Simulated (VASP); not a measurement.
Wanted: the native input for a VASP 6.6.1 run.

```yaml
Task: single point
Functional: PBE
Potentials_or_basis: VASP PAW PBE potentials, release 64 (In_d, P)
Cutoff: 520 eV
k_mesh: 18 × 18 × 18
Occupations: gaussian, width 0.15 eV
Spin: no spin polarisation
Dipole_correction: no
Further_INCAR_settings: ALGO = Normal; EDIFF = 1e-06; NBANDS = 16
```

The structure of InP lies in POSCAR:

```
InP
1.0
    0.0000000000      2.7286080084      2.8532652270
    2.7286080084      0.0000000000      2.8532652270
    2.7286080084      2.7286080084      0.0000000000
In P
1 1
Direct
    0.0000000000      0.0000000000      0.0000000000
    0.5000000000      0.5000000000      0.5000000000
```

This cell differs from its parent crystal: strain -0.015 along x and y, +0.030 along z.

One way to write it, as run:

INCAR

```
SYSTEM = InP
ALGO = Normal ; EDIFF = 1E-6
ENCUT = 520 ; GGA = PE
ISIF = 2 ; ISMEAR = 0
LASPH = .TRUE. ; LCHARG = .FALSE.
LREAL = .FALSE. ; LWAVE = .FALSE.
NBANDS = 16 ; NELM = 100
PREC = Accurate ; SIGMA = 0.15
```

KPOINTS

```
k-points
0
G
  18 18 18
  0 0 0
```

Potentials or basis: VASP PAW PBE potentials, release 64 (In_d, P).

Run with:

```bash
$ cat potpaw_PBE.64/In_d/POTCAR potpaw_PBE.64/P/POTCAR > POTCAR
$ mpirun -np 1 vasp_std > vasp.out
```

It gave:

| Quantity | Value |
| --- | --- |
| Pressure | 0.3 GPa |
| Band gap on the k mesh | zero (bands 9 and 10 overlap by 2.55 eV) |

Caveat: the cell differs from its parent crystal (strain -0.015 along x and y, +0.030 along z); spin-orbit coupling is left out, which moves the levels of the heavy elements.

Wall time 5.2 min on 1 thread of Intel(R) Xeon(R) Platinum 8488C (Sapphire Rapids), with other jobs on the host, peak memory 0.42 GiB.
